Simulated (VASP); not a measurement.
# TiO2 (P2_1/m) in VASP: a series of runs

Runs on TiO2. Level: PBE. Tasks: single point.

Program: VASP 6.6.1. These are calculated values, not measurements. Logs are shortened: lines on timing, memory, paths and dates and some standing lists are left out, and cuts for length are marked.

### 1 The cell of the first run

Symmetry: P2_1/m, No. 11, monoclinic system. The conventional cell has a = 3.799 Å, b = 3.799 Å, c = 9.704 Å, α = 90.00°, β = 92.24°, γ = 90.00°. Ti (site symmetry m) has 6 O at 1.95 to 2.00 Å within 2.6 Å. Ti (site symmetry m) has 6 O at 1.95 to 2.04 Å within 2.6 Å. O (site symmetry m) has 3 Ti at 1.95 to 2.00 Å and 2 O at 2.47 Å within 2.6 Å. O (site symmetry m) has 3 Ti at 1.95 to 2.00 Å and 2 O at 2.47 Å within 2.6 Å. Within 2.6 Å of O (site symmetry m) lie 3 Ti at 1.95 to 2.00 Å and 2 O at 2.47 Å. O (site symmetry m) has 3 Ti at 1.95 to 2.04 Å and 2 O at 2.50 Å within 2.6 Å.

### 2 Single point, PBE (the part above a cut slid along it)

The input, INCAR:

```
SYSTEM = TiO2
ALGO = Normal
EDIFF = 1E-6
ENCUT = 520
GGA = PE
ISIF = 2
ISMEAR = 0
LASPH = .TRUE.
LCHARG = .TRUE.
LELF = .TRUE.
LREAL = .FALSE.
LVHAR = .TRUE.
LWAVE = .FALSE.
NBANDS = 60
NELM = 100
PREC = Accurate
SIGMA = 0.05
```

The input, KPOINTS:

```
k-points
0
G
  7 7 3
  0 0 0
```

The input, POSCAR:

```
TiO2
1.0
   -3.7992225376      0.0000000000      0.0000000000
    0.0000000000     -3.7992225376      0.0000000000
    0.0000000000     -0.3799222538      9.6968968543
Ti O
4 8
Direct
    0.0000000000      0.9375000000      0.6250000000
    0.5000000000      0.4875000000      0.1250000000
    0.5000000000     -0.0375000000      0.3750000000
    0.0000000000      0.4125000000      0.8750000000
    0.0000000000     -0.0831506726      0.8315067260
    0.5000000000      0.4668493274      0.3315067260
    0.5000000000     -0.0581506726      0.5815067260
    0.0000000000      0.4918493274      0.0815067260
    0.5000000000     -0.0168493274      0.1684932740
    0.0000000000      0.4331506726      0.6684932740
    0.0000000000     -0.0418493274      0.4184932740
    0.5000000000      0.4081506726      0.9184932740
```

Potentials or basis: VASP PAW PBE potentials, release 64 (Ti_sv, O).

Command:

```sh
$ cat potpaw_PBE.64/Ti_sv/POTCAR potpaw_PBE.64/O/POTCAR > POTCAR
$ mpirun -np 1 vasp_std > vasp.out
```

OUTCAR:

```text
SYSTEM = TiO2
   EDIFF = 1E-6
   ENCUT = 520
   GGA = PE
   ISIF = 2
   ISMEAR = 0
   LASPH = .TRUE.
   LREAL = .FALSE.
   NELM = 100
   PREC = Accurate

 ion  position               nearest neighbor table
   1  0.000  0.938  0.625-  10 1.95   7 1.95   7 1.95  10 1.95   5 2.00  11 2.00
   2  0.500  0.487  0.125-   9 1.95   8 1.95   8 1.95   9 1.95   6 2.00  12 2.04
   3  0.500  0.962  0.375-   6 1.95  11 1.95  11 1.95   6 1.95   7 2.00   9 2.00
   4  0.000  0.413  0.875-   5 1.95  12 1.95  12 1.95   5 1.95  10 2.00   8 2.04
   5  0.000  0.917  0.832-   4 1.95   4 1.95   1 2.00
   6  0.500  0.467  0.332-   3 1.95   3 1.95   2 2.00
   7  0.500  0.942  0.582-   1 1.95   1 1.95   3 2.00
   8  0.000  0.492  0.082-   2 1.95   2 1.95   4 2.04
   9  0.500  0.983  0.168-   2 1.95   2 1.95   3 2.00
  10  0.000  0.433  0.668-   1 1.95   1 1.95   4 2.00
  11  0.000  0.958  0.418-   3 1.95   3 1.95   1 2.00
  12  0.500  0.408  0.918-   4 1.95   4 1.95   2 2.04

  LATTYP: Found a simple monoclinic cell.
 ALAT       =     3.7992225376
 B/A-ratio  =     1.0000000000
 C/A-ratio  =     2.5542953956
 COS(beta)  =    -0.0391497398

  Lattice vectors:

 A1 = (   0.0000000000,  -3.7992225376,   0.0000000000)
 A2 = (  -3.7992225376,   0.0000000000,   0.0000000000)
 A3 = (   0.0000000000,   0.3799222538,  -9.6968968543)

Analysis of symmetry for initial positions (statically):
=====================================================================
 Subroutine PRICEL returns:
 Original cell was already a primitive cell.

 Routine SETGRP: Setting up the symmetry group for a
 simple monoclinic supercell.

 Subroutine GETGRP returns: Found  4 space group operations
 (whereof  2 operations were pure point group operations)
 out of a pool of  4 trial point group operations.

The static configuration has the point symmetry C_1h.
 The point group associated with its full space group is C_2h.

Analysis of symmetry for dynamics (positions and initial velocities):
=====================================================================
 Subroutine PRICEL returns:
 Original cell was already a primitive cell.

 Routine SETGRP: Setting up the symmetry group for a
 simple monoclinic supercell.

 Subroutine GETGRP returns: Found  4 space group operations
 (whereof  2 operations were pure point group operations)
 out of a pool of  4 trial point group operations.

The dynamic configuration has the point symmetry C_1h.
[... 129 lines left out ...]
   TEBEG  =    0.0;   TEEND  =   0.0 temperature during run
   PSTRESS=    0.0 pullay stress
   NELECT =      96.0000    total number of electrons
   NUPDOWN=      -1.0000    fix difference up-down
   EMIN   =  10.00;   EMAX   =-10.00  energy-range for DOS
   EFERMI =   0.00;   METHOD = LEGACY
   ISMEAR =     0;   SIGMA  =   0.05  broadening in eV -4-tet -1-fermi 0-gaus
   EFERMI_NEDOS =   21; number of points for ismear=-14 and -15
   IALGO  =     38    algorithm
   IMIX   =      4    mixing-type and parameters
     AMIX     =   0.40;   BMIX     =  1.00
     AMIX_MAG =   1.60;   BMIX_MAG =  1.00
  volume/ion in A,a.u.               =      11.66        78.71
  Fermi-wavevector in a.u.,A,eV,Ry     =   1.443747  2.728287 28.360066  2.084406
  Thomas-Fermi vector in A             =   2.562120
   LORBIT       =      0    0 simple, 1 ext, 2 COOP (PROOUT), +10 PAW based schemes
   GGA     = PE    functional components
   LHFCALC =     F    Hartree Fock is set to
   AEXX    =    0.0000 exact exchange contribution
   IVDW    =     0    specifies the selected vdW correction
   LEPSILON=     F    determine dielectric tensor
   LRPA    =     F    only Hartree local field effects (RPA)
 non-spin polarized calculation
 Gauss-broadening in eV      SIGMA  =   0.05
  energy-cutoff  :      520.00
  volume of cell :      139.97
 maximum number of plane-waves:      3792
   NGX = 15   NGY = 15   NGZ = 37

 number of electron      95.9999996 magnetization

 Free energy of the ion-electron system (eV)
  ---------------------------------------------------
  ext. energy  EPLUGINS =         0.00000000
  ---------------------------------------------------
  free energy    TOTEN  =      -107.65813511 eV

  energy without entropy =     -107.65813511  energy(sigma->0) =     -107.65813511

 E-fermi :   3.5649     XC(G=0): -10.5992

 val. band max:        3.1938135611   @ k =   0.4286   0.4286   0.0000
 cond. band min:       5.2802442094   @ k =   0.0000   0.0000   0.0000
 fundamental gap:      2.0864306483
 Fermi energy:         3.5649365456

 k-point     1 :       0.0000    0.0000    0.0000
  band No.  band energies     occupation
      1     -53.3127      2.00000
      2     -53.2886      2.00000
      3     -53.2872      2.00000
      4     -53.2629      2.00000
      5     -29.7350      2.00000
      6     -29.5767      2.00000
[... 1501 lines left out ...]
     59       7.3706      0.00000
     60       7.4251      0.00000

 [... further k-points ...]

------------------------ aborting loop because EDIFF is reached ----------------------------------------

  FORCE on cell =-STRESS in cart. coord.  units (eV):
  Direction    XX          YY          ZZ          XY          YZ          ZX
  --------------------------------------------------------------------------------------
  -------------------------------------------------------------------------------------
  Total       -0.4247908      0.7454840     -0.2874917      0.0000000      1.4662632      0.0000000
  in kB       -4.8625431      8.5334893     -3.2908927      0.0000000     16.7841858      0.0000000
  external PRESSURE =       0.1266845 kB  Pullay stress =       0.0000000 kB

 VOLUME and BASIS-vectors are now :
 -----------------------------------------------------------------------------
  energy-cutoff  :      520.00
  volume of cell :      139.97
      direct lattice vectors                 reciprocal lattice vectors
    -3.799222538  0.000000000  0.000000000    -0.263211747  0.000000000  0.000000000
     0.000000000 -3.799222538  0.000000000     0.000000000 -0.263211747 -0.010312577
     0.000000000 -0.379922254  9.696896854     0.000000000  0.000000000  0.103125775

 POSITION                                       TOTAL-FORCE (eV/Angst)
 -----------------------------------------------------------------------------------
      0.00000     -3.79922      6.06056         0.000000     -0.010464      0.040631
     -1.89961     -1.89961      1.21211         0.000000      0.046520     -0.122935
     -1.89961     -3.79922      3.63634         0.000000      0.010464     -0.040631
      0.00000     -1.89961      8.48478         0.000000     -0.046520      0.122935
      0.00000     -3.79922      8.06303         0.000000     -0.248847     -0.118441
     -1.89961     -1.89961      3.21459         0.000000      0.052433     -0.071954
     -1.89961     -3.79922      5.63881         0.000000      0.003386      0.015378
      0.00000     -1.89961      0.79036         0.000000      0.054528     -0.179240
     -1.89961     -3.79922      1.63386         0.000000      0.248847      0.118441
      0.00000     -1.89961      6.48231         0.000000     -0.052433      0.071954
      0.00000     -3.79922      4.05809         0.000000     -0.003386     -0.015378
     -1.89961     -1.89961      8.90653         0.000000     -0.054528      0.179240
 -----------------------------------------------------------------------------------
    total drift:                               -0.000000     -0.000052      0.000021

  FREE ENERGIE OF THE ION-ELECTRON SYSTEM (eV)
  ---------------------------------------------------
  free  energy   TOTEN  =      -107.6581351079 eV

  energy  without entropy=     -107.6581351079  energy(sigma->0) =     -107.65813511
```

OSZICAR:

```text
N       E                     dE             d eps       ncg     rms          rms(c)
DAV:   1     0.151409924032E+04    0.15141E+04   -0.48027E+04  5336   0.188E+03
DAV:   2     0.180086687245E+03   -0.13340E+04   -0.12646E+04  5324   0.581E+02
DAV:   3    -0.118689656321E+03   -0.29878E+03   -0.28962E+03  6672   0.241E+02
DAV:   4    -0.141303385019E+03   -0.22614E+02   -0.22554E+02  7968   0.722E+01
DAV:   5    -0.142655131997E+03   -0.13517E+01   -0.13511E+01  8092   0.136E+01    0.443E+01
DAV:   6    -0.108648856682E+03    0.34006E+02   -0.21579E+02  7596   0.972E+01    0.173E+01
DAV:   7    -0.108081460574E+03    0.56740E+00   -0.34795E+01  7384   0.332E+01    0.112E+01
DAV:   8    -0.108386534867E+03   -0.30507E+00   -0.10601E+01  6780   0.224E+01    0.789E+00
DAV:   9    -0.107643833479E+03    0.74270E+00   -0.46161E+00  6812   0.141E+01    0.148E+00
DAV:  10    -0.107666452259E+03   -0.22619E-01   -0.28693E-01  6884   0.337E+00    0.754E-01
DAV:  11    -0.107659211017E+03    0.72412E-02   -0.29801E-02  6968   0.147E+00    0.305E-01
DAV:  12    -0.107658268899E+03    0.94212E-03   -0.92124E-03  6176   0.424E-01    0.121E-01
DAV:  13    -0.107658378599E+03   -0.10970E-03   -0.14697E-03  6804   0.224E-01    0.152E-01
DAV:  14    -0.107658139173E+03    0.23943E-03   -0.70547E-04  6980   0.174E-01    0.475E-02
DAV:  15    -0.107658131071E+03    0.81021E-05   -0.11323E-04  7708   0.580E-02    0.109E-02
DAV:  16    -0.107658133284E+03   -0.22134E-05   -0.17268E-05  7452   0.223E-02    0.804E-03
DAV:  17    -0.107658134435E+03   -0.11508E-05   -0.55172E-06  5104   0.153E-02    0.298E-03
DAV:  18    -0.107658135108E+03   -0.67267E-06   -0.80027E-07  2712   0.494E-03
   1 F= -.10765814E+03 E0= -.10765814E+03  d E =-.909059E-27
```

Run time: 6.2 min. Hardware: 1 thread of AMD EPYC 7R13 (Zen 3), shared host; peak memory 0.37 GiB.

What came out:

* Free energy: -107.6581 eV
* Pressure: 0.0 GPa
* Largest force: 0.276 eV/Å
* Band gap on the k mesh: 2.09 eV (least direct gap 2.23 eV)

Forces on the atoms (eV/Å):
```
Ti   0.000 -0.010  0.041
Ti   0.000  0.047 -0.123
Ti   0.000  0.010 -0.041
Ti   0.000 -0.047  0.123
O    0.000 -0.249 -0.118
O    0.000  0.052 -0.072
O    0.000  0.003  0.015
O    0.000  0.055 -0.179
O    0.000  0.249  0.118
O    0.000 -0.052  0.072
O    0.000 -0.003 -0.015
O    0.000 -0.055  0.179
```

Levels at points of the mesh, in eV from the valence-band top:
```
           k point  band 46  band 47  band 48  band 49  band 50  band 51
(0.00, 0.00, 0.00)    -0.44    -0.16    -0.14     2.09     2.37     2.42
```

Caveat: the cell differs from its parent crystal (the part above a cut slid along it).

### 3 Single point, PBE (the part above a cut slid along it)

The input, INCAR:

```
PREC = Accurate
ENCUT = 520
EDIFF = 1E-7
ISMEAR = 0
SIGMA = 0.05
LREAL = F
LASPH = T
NELM = 100
ALGO = Normal
ISIF = 2
LWAVE = F
LCHARG = T
GGA = PE
LELF = T
LVHAR = T
NBANDS = 60
```

The input, KPOINTS:

```
regular mesh
0
Gamma
  7 7 3
```

The input, POSCAR:

```
TiO2
1.0
   -3.7992225376      0.0000000000      0.0000000000
    0.0000000000     -3.7992225376      0.0000000000
    0.0000000000     -1.1397667613      9.6968968543
Ti O
4 8
Direct
    0.0000000000      0.8125000000      0.6250000000
    0.5000000000      0.4625000000      0.1250000000
    0.5000000000     -0.1125000000      0.3750000000
    0.0000000000      0.2375000000      0.8750000000
    0.0000000000     -0.2494520178      0.8315067260
    0.5000000000      0.4005479822      0.3315067260
    0.5000000000     -0.1744520178      0.5815067260
    0.0000000000      0.4755479822      0.0815067260
    0.5000000000     -0.0505479822      0.1684932740
    0.0000000000      0.2994520178      0.6684932740
    0.0000000000     -0.1255479822      0.4184932740
    0.5000000000      0.2244520178      0.9184932740
```

Potentials or basis: VASP PAW PBE potentials, release 64 (Ti_sv, O).

Command:

```sh
$ cat potpaw_PBE.64/Ti_sv/POTCAR potpaw_PBE.64/O/POTCAR > POTCAR
$ mpirun -np 1 vasp_std > vasp.out
```

OUTCAR:

```text
PREC = Accurate
   ENCUT = 520
   EDIFF = 1E-7
   ISMEAR = 0
   LREAL = F
   LASPH = T
   NELM = 100
   ISIF = 2
   GGA = PE

 ion  position               nearest neighbor table
   1  0.000  0.812  0.625-  10 1.95   7 1.95   7 1.95  10 1.95   5 2.00  11 2.00
   2  0.500  0.462  0.125-   9 1.95   8 1.95   8 1.95   9 1.95   6 2.00  12 2.30
   3  0.500  0.888  0.375-   6 1.95  11 1.95  11 1.95   6 1.95   7 2.00   9 2.00
   4  0.000  0.237  0.875-   5 1.95  12 1.95  12 1.95   5 1.95  10 2.00   8 2.30
   5  0.000  0.751  0.832-   4 1.95   4 1.95   1 2.00
   6  0.500  0.401  0.332-   3 1.95   3 1.95   2 2.00
   7  0.500  0.826  0.582-   1 1.95   1 1.95   3 2.00
   8  0.000  0.476  0.082-   2 1.95   2 1.95   4 2.30
   9  0.500  0.949  0.168-   2 1.95   2 1.95   3 2.00
  10  0.000  0.299  0.668-   1 1.95   1 1.95   4 2.00
  11  0.000  0.874  0.418-   3 1.95   3 1.95   1 2.00
  12  0.500  0.224  0.918-   4 1.95   4 1.95   2 2.30

  LATTYP: Found a simple monoclinic cell.
 ALAT       =     3.7992225376
 B/A-ratio  =     1.0000000000
 C/A-ratio  =     2.5699075797
 COS(beta)  =    -0.1167357155
[... 1719 lines left out ...]
     59       7.3114      0.00000
     60       7.4218      0.00000

 [... further k-points ...]

------------------------ aborting loop because EDIFF is reached ----------------------------------------

  FORCE on cell =-STRESS in cart. coord.  units (eV):
  Direction    XX          YY          ZZ          XY          YZ          ZX
  --------------------------------------------------------------------------------------
  -------------------------------------------------------------------------------------
  Total       -5.5823319     -0.2851690     -1.0286671      0.0000000      3.9962268      0.0000000
  in kB      -63.9004615     -3.2643040    -11.7750612      0.0000000     45.7444556      0.0000000
  external PRESSURE =     -26.3132756 kB  Pullay stress =       0.0000000 kB

 VOLUME and BASIS-vectors are now :
 -----------------------------------------------------------------------------
  energy-cutoff  :      520.00
  volume of cell :      139.97
      direct lattice vectors                 reciprocal lattice vectors
    -3.799222538  0.000000000  0.000000000    -0.263211747  0.000000000  0.000000000
     0.000000000 -3.799222538  0.000000000     0.000000000 -0.263211747 -0.030937732
     0.000000000 -1.139766761  9.696896854     0.000000000  0.000000000  0.103125775

 POSITION                                       TOTAL-FORCE (eV/Angst)
 -----------------------------------------------------------------------------------
      0.00000     -3.79922      6.06056         0.000000     -0.014407      0.171936
     -1.89961     -1.89961      1.21211         0.000000      0.377781     -0.147487
     -1.89961     -3.79922      3.63634         0.000000      0.014407     -0.171936
      0.00000     -1.89961      8.48478         0.000000     -0.377781      0.147487
      0.00000     -3.79922      8.06303         0.000000     -0.498502     -0.862078
     -1.89961     -1.89961      3.21459         0.000000      0.074443     -0.431306
     -1.89961     -3.79922      5.63881         0.000000      0.005625      0.018792
      0.00000     -1.89961      0.79036         0.000000      0.498589     -0.326902
     -1.89961     -3.79922      1.63386         0.000000      0.498502      0.862078
      0.00000     -1.89961      6.48231         0.000000     -0.074443      0.431306
      0.00000     -3.79922      4.05809         0.000000     -0.005625     -0.018792
     -1.89961     -1.89961      8.90653         0.000000     -0.498589      0.326902
 -----------------------------------------------------------------------------------
    total drift:                               -0.000000     -0.000030     -0.000005

  FREE ENERGIE OF THE ION-ELECTRON SYSTEM (eV)
  ---------------------------------------------------
  free  energy   TOTEN  =      -106.8793930631 eV

  energy  without entropy=     -106.8793930631  energy(sigma->0) =     -106.87939306
```

Run time: 8.2 min. Hardware: 1 thread of AMD EPYC 7R13 (Zen 3), shared host; peak memory 0.38 GiB.

Results:

```
Free energy            : -106.8794 eV
Pressure               : -2.6 GPa
Largest force          : 0.996 eV/Å
Band gap on the k mesh : 1.95 eV (least direct gap 2.30 eV)
```

Forces on the atoms (eV/Å):
```
Ti   0.000 -0.014  0.172
Ti   0.000  0.378 -0.147
Ti   0.000  0.014 -0.172
Ti   0.000 -0.378  0.147
O    0.000 -0.499 -0.862
O    0.000  0.074 -0.431
O    0.000  0.006  0.019
O    0.000  0.499 -0.327
O    0.000  0.499  0.862
O    0.000 -0.074  0.431
O    0.000 -0.006 -0.019
O    0.000 -0.499  0.327
```

Stress tensor (GPa, compression positive):
```
-6.39  0.00  0.00
 0.00 -0.33  4.57
 0.00  4.57 -1.18
```

Caveat: the cell differs from its parent crystal (the part above a cut slid along it); the stress differs along the axes, from -6 to -0 GPa. A k mesh can miss the band edges.
